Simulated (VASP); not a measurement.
# ZnS (I-4m2) in VASP: notebook, part 2 of 2

VASP 6.6.1.

## 3. Electric field gradients, PBE (zz strain of -1 %)

Input file INCAR:

```
SYSTEM = ZnS
PREC = Accurate ; ENCUT = 520
EDIFF = 1E-8 ; ISMEAR = -1
SIGMA = 0.01 ; LREAL = .False.
LASPH = .True. ; NELM = 100
ALGO = Normal ; ISIF = 2
LWAVE = .False. ; LCHARG = .False.
GGA = PE ; LEFG = .True.
NBANDS = 16
```

Input file KPOINTS:

```
Automatic mesh
0
Gamma
  8 8 8
  0 0 0
```

Input file POSCAR:

```
ZnS
1.0
    0.0000000000      2.7046500000      2.6776035000
    2.7046500000      0.0000000000      2.6776035000
    2.7046500000      2.7046500000      0.0000000000
Zn S
1 1
Direct
    0.0000000000      0.0000000000      0.0000000000
    0.7500000000      0.7500000000      0.7500000000
```

Potentials or basis: VASP PAW PBE potentials, release 64 (Zn, S).

Started as:

```console
cat potpaw_PBE.64/Zn/POTCAR potpaw_PBE.64/S/POTCAR > POTCAR
mpirun -np 1 vasp_std > vasp.out
```

OUTCAR:

```text
SYSTEM = ZnS
   PREC = Accurate
   ENCUT = 520
   EDIFF = 1E-8
   ISMEAR = -1
   LREAL = .False.
   LASPH = .True.
   NELM = 100
   ISIF = 2
   GGA = PE

 ion  position               nearest neighbor table
   1  0.000  0.000  0.000-   2 2.33   2 2.33   2 2.33   2 2.33
   2  0.750  0.750  0.750-   1 2.33   1 2.33   1 2.33   1 2.33

  LATTYP: Found a body centered tetragonal cell.
 ALAT       =     3.8249527115
 C/A-ratio  =     1.4000714267

  Lattice vectors:

 A1 = (   0.0000000000,  -2.7046500000,  -2.6776035000)
[... 669 lines left out ...]
  free  energy   TOTEN  =        -6.8431524001 eV

  energy  without entropy=       -6.8431524001  energy(sigma->0) =       -6.84315240

 Electric field gradients (V/A^2)
---------------------------------------------------------------------
 ion       V_xx      V_yy      V_zz      V_xy      V_xz      V_yz
---------------------------------------------------------------------
   1      -0.898    -0.898     1.797    -0.002    -0.003    -0.003
   2       1.009     1.009    -2.018    -0.000    -0.000    -0.000
---------------------------------------------------------------------

 Electric field gradients after diagonalization (V/A^2)
 (convention: |V_zz| > |V_xx| > |V_yy|)
----------------------------------------------------------------------
 ion       V_xx      V_yy      V_zz     asymmetry (V_yy - V_xx)/ V_zz
----------------------------------------------------------------------
   1      -0.901    -0.896     1.797       0.003
   2       1.009     1.009    -2.018       0.000
----------------------------------------------------------------------

           NMR quadrupolar parameters

 Cq : quadrupolar parameter    Cq=e*Q*V_zz/h
 eta: asymmetry parameters     (V_yy - V_xx)/ V_zz
 Q  : nuclear electric quadrupole moment in mb (millibarn)
----------------------------------------------------------------------
 ion       Cq(MHz)       eta       Q (mb)
----------------------------------------------------------------------
   1       0.004       0.003       1.000
   2      -0.005       0.000       1.000
----------------------------------------------------------------------
```

Wall time 42 s (1 thread of AMD EPYC 7R43 (Zen 3), shared host); peak memory 0.14 GiB.

What came out:

| Property | Result |
| --- | --- |
| Free energy | -6.8432 eV |
| Pressure | 2.3 GPa |
| Band gap on the k mesh | 2.12 eV, direct |

Stress tensor (GPa, compression positive):
```
2.18 0.00 0.00
0.00 2.18 0.00
0.00 0.00 2.57
```

Levels at points of the mesh, in eV from the valence-band top:
```
           k point  band 5  band 6  band 7  band 8  band 9  band 10  band 11  band 12  band 13  band 14
(0.00, 0.00, 0.00)   -5.88   -5.88   -0.03   -0.03    0.00     2.12     6.37     6.37     6.37    11.66
(0.50, 0.00, 0.00)   -5.85   -5.68   -5.36   -0.93   -0.87     3.30     6.86     6.95     8.88    12.18
(0.50, 0.50, 0.00)   -5.81   -5.65   -4.57   -2.30   -2.30     3.33     3.99    11.08    11.98    11.98
(0.50, 0.00, 0.50)   -5.81   -5.67   -4.63   -2.26   -2.24     3.39     4.08    10.97    11.96    12.04
```

Electric field gradients, principal values (V/Å²):
```tsv
atom	least	middle	greatest (by size)
1 Zn	-0.896	-0.901	1.797
2 S	1.009	1.009	-2.018
```

Caveat: the cell differs from its parent crystal (zz strain of -1 %); without QUAD_EFG the Cq values of the log hold for a quadrupole moment of 1 mb, not for the nuclei.

## 4. Electric field gradients, PBE (zz strain of +1 %)

INCAR: that of step 3 with these lines changed.

```diff
@@ -4,3 +4,3 @@
 SIGMA = 0.01 ; LREAL = .False.
-LASPH = .True. ; NELM = 100
+LASPH = .True. ; NELM = 80
 ALGO = Normal ; ISIF = 2
```

KPOINTS is that of step 3.

Input file POSCAR:

```
ZnS
1.0
    0.0000000000      2.7046500000      2.7316965000
    2.7046500000      0.0000000000      2.7316965000
    2.7046500000      2.7046500000      0.0000000000
Zn S
1 1
Direct
    0.0000000000      0.0000000000      0.0000000000
    0.7500000000      0.7500000000      0.7500000000
```

Potentials or basis: VASP PAW PBE potentials, release 64 (Zn, S).

Started as:

```console
cat potpaw_PBE.64/Zn/POTCAR potpaw_PBE.64/S/POTCAR > POTCAR
mpirun -np 1 vasp_std > vasp.out
```

OUTCAR:

```text
SYSTEM = ZnS
   PREC = Accurate
   ENCUT = 520
   EDIFF = 1E-8
   ISMEAR = -1
   LREAL = .False.
   LASPH = .True.
   NELM = 80
   ISIF = 2
   GGA = PE

 ion  position               nearest neighbor table
   1  0.000  0.000  0.000-   2 2.35   2 2.35   2 2.35   2 2.35
   2  0.750  0.750  0.750-   1 2.35   1 2.35   1 2.35   1 2.35

  LATTYP: Found a body centered tetragonal cell.
 ALAT       =     3.8249527115
 C/A-ratio  =     1.4283556980

  Lattice vectors:

 A1 = (  -2.7046500000,   0.0000000000,   2.7316965000)
 A2 = (   2.7046500000,   0.0000000000,   2.7316965000)
[... 669 lines left out ...]
  free  energy   TOTEN  =        -6.8508858028 eV

  energy  without entropy=       -6.8508858028  energy(sigma->0) =       -6.85088580

 Electric field gradients (V/A^2)
---------------------------------------------------------------------
 ion       V_xx      V_yy      V_zz      V_xy      V_xz      V_yz
---------------------------------------------------------------------
   1       0.865     0.865    -1.730    -0.007     0.004     0.004
   2      -1.023    -1.023     2.046     0.001    -0.000    -0.000
---------------------------------------------------------------------

 Electric field gradients after diagonalization (V/A^2)
 (convention: |V_zz| > |V_xx| > |V_yy|)
----------------------------------------------------------------------
 ion       V_xx      V_yy      V_zz     asymmetry (V_yy - V_xx)/ V_zz
----------------------------------------------------------------------
   1       0.872     0.858    -1.730       0.008
   2      -1.024    -1.022     2.046       0.001
----------------------------------------------------------------------

           NMR quadrupolar parameters

 Cq : quadrupolar parameter    Cq=e*Q*V_zz/h
 eta: asymmetry parameters     (V_yy - V_xx)/ V_zz
 Q  : nuclear electric quadrupole moment in mb (millibarn)
----------------------------------------------------------------------
 ion       Cq(MHz)       eta       Q (mb)
----------------------------------------------------------------------
   1      -0.004       0.008       1.000
   2       0.005       0.001       1.000
----------------------------------------------------------------------
```

stdout:

```text
POSCAR found type information on POSCAR ZnS
 POSCAR found :  2 types and       2 ions
 scaLAPACK will be used
 LDA part: xc-table for (Slater+PW92), standard interpolation
 POSCAR, INCAR and KPOINTS ok, starting setup
 FFT: planning ... GRIDC
 FFT: planning ... GRID_SOFT
 FFT: planning ... GRID
 WAVECAR not read
 entering main loop
ion   1

ion   2
```

It took 38 s on 1 thread of AMD EPYC 7R43 (Zen 3), shared host; peak memory 0.15 GiB.

What came out:

- Free energy: -6.8509 eV
- Pressure: 0.8 GPa
- Band gap on the k mesh: 2.05 eV, direct

Stress tensor (GPa, compression positive):
```
0.94 0.00 0.00
0.00 0.94 0.00
0.00 0.00 0.53
```

Levels at points of the mesh, in eV from the valence-band top:
| k point | band 6 | band 7 | band 8 | band 9 | band 10 | band 11 | band 12 | band 13 |
| --- | --- | --- | --- | --- | --- | --- | --- | --- |
| (0.00, 0.00, 0.00) | -5.82 | -0.04 | 0.00 | 0.00 | 2.05 | 6.39 | 6.39 | 6.39 |
| (0.50, 0.00, 0.00) | -5.62 | -5.22 | -0.89 | -0.83 | 3.27 | 6.88 | 6.96 | 8.82 |
| (0.50, 0.50, 0.00) | -5.62 | -4.56 | -2.15 | -2.15 | 3.46 | 4.13 | 10.80 | 11.88 |
| (0.50, 0.00, 0.50) | -5.60 | -4.50 | -2.21 | -2.19 | 3.41 | 4.03 | 10.91 | 11.82 |

Electric field gradients, principal values (V/Å²):
```tsv
atom	least	middle	greatest (by size)
1 Zn	0.858	0.872	-1.730
2 S	-1.022	-1.024	2.046
```

Caveat: the cell differs from its parent crystal (zz strain of +1 %); without QUAD_EFG the Cq values of the log hold for a quadrupole moment of 1 mb, not for the nuclei.

## 5. Summary

| cell | gap on the mesh (eV) | pressure (GPa) |
| --- | --- | --- |
| a = 3.787, b = 3.787, c = 3.825 Å, angles 59.7, 59.7, 60.7°, 2 atoms | 2.14 | 3.1 |
| a = 3.806, b = 3.806, c = 3.825 Å, angles 59.8, 59.8, 60.3°, 2 atoms | 2.12 | 2.3 |
| a = 3.844, b = 3.844, c = 3.825 Å, angles 60.2, 60.2, 59.7°, 2 atoms | 2.05 | 0.8 |

Alike in all rows: task electric field gradients; level PBE; potentials or basis VASP PAW PBE potentials, release 64 (Zn, S); no spin polarisation; k mesh 8 × 8 × 8; cutoff (eV) 520; smearing fermi-dirac 0.01 eV.

Absolute energies hang on the potentials; compare differences alone.
